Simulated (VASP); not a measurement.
Nb, 1 atom in the cell. It takes space group Pm-3m (No. 221, cubic). The conventional cell has a = 2.733 Å, b = 2.733 Å, c = 2.733 Å, α = 90.00°, β = 90.00°, γ = 90.00°. Within 3.6 Å of Nb (site symmetry m-3m) lie 6 Nb at 2.73 Å. 

| Item | Value |
| --- | --- |
| Program | VASP 6.6.1 |
| Task | single point |
| Functional | revPBE |
| Potentials or basis | VASP PAW PBE potentials, release 64 (Nb_sv) |
| Cutoff | 520 eV |
| k mesh | 13 × 13 × 13 |
| Occupations | fermi-dirac, width 0.1 eV |
| Spin | no spin polarisation |
| Dipole correction | no |
| Further INCAR settings | ALGO = Normal; EDIFF = 1e-06; NBANDS = 12 |

Potentials or basis: VASP PAW PBE potentials, release 64 (Nb_sv).

Run with:

```console
$ cat potpaw_PBE.64/Nb_sv/POTCAR > POTCAR
$ mpirun -np 1 vasp_std > vasp.out
```

Hardware: 1 thread of Intel(R) Xeon(R) 6975P-C (Granite Rapids), on a shared host.

How long does it take, and how much memory?

Wall time 11 s on 1 thread of Intel(R) Xeon(R) 6975P-C (Granite Rapids) (shared host), peak memory 0.13 GiB. Counts: scf iterations 12, k points 84.
